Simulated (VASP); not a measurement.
Wanted: the native input for a VASP 6.6.1 run.

```yaml
Task: single point
Functional: revPBE
Potentials_or_basis: VASP PAW PBE potentials, release 64 (Sn_d, Al)
Cutoff: 520 eV
k_mesh: 7 × 7 × 8
Occupations: fermi-dirac, width 0.05 eV
Spin: no spin polarisation
Dipole_correction: no
Further_INCAR_settings: ALGO = Normal; EDIFF = 1e-06; NBANDS = 16
```

The structure of AlSn lies in POSCAR:

```
AlSn
1.0
    4.2311304598      0.0000000000      0.0000000000
   -2.1155652299      3.6642664649      0.0000000000
    0.0000000000      0.0000000000      3.3318408767
Sn Al
1 1
Direct
    0.3333333333      0.6666666667      0.5000000000
    0.0000000000      0.0000000000      0.0000000000
```

These files were run (other wordings do the same):

INCAR

```
ALGO = Normal
EDIFF = 1E-6
ENCUT = 520
GGA = RE
ISIF = 2
ISMEAR = -1
LASPH = T
LCHARG = T
LELF = T
LREAL = F
LVHAR = T
LWAVE = F
NBANDS = 16
NELM = 80
PREC = Accurate
SIGMA = 0.05
```

KPOINTS

```
k-points
0
Gamma
  7 7 8
```

Potentials or basis: VASP PAW PBE potentials, release 64 (Sn_d, Al).

The run is started by

```console
$ cat potpaw_PBE.64/Sn_d/POTCAR potpaw_PBE.64/Al/POTCAR > POTCAR
$ mpirun -np 1 vasp_std > vasp.out
```

It gave:

```json
{
 "Pressure": "-0.1 GPa"
}
```

Caveat: the PAW data sets were made with another functional, which shifts forces and pressure a little.

It took 16 s on 1 thread of Intel(R) Xeon(R) Platinum 8559C (Emerald Rapids), with other jobs on the host, peak memory 0.18 GiB.
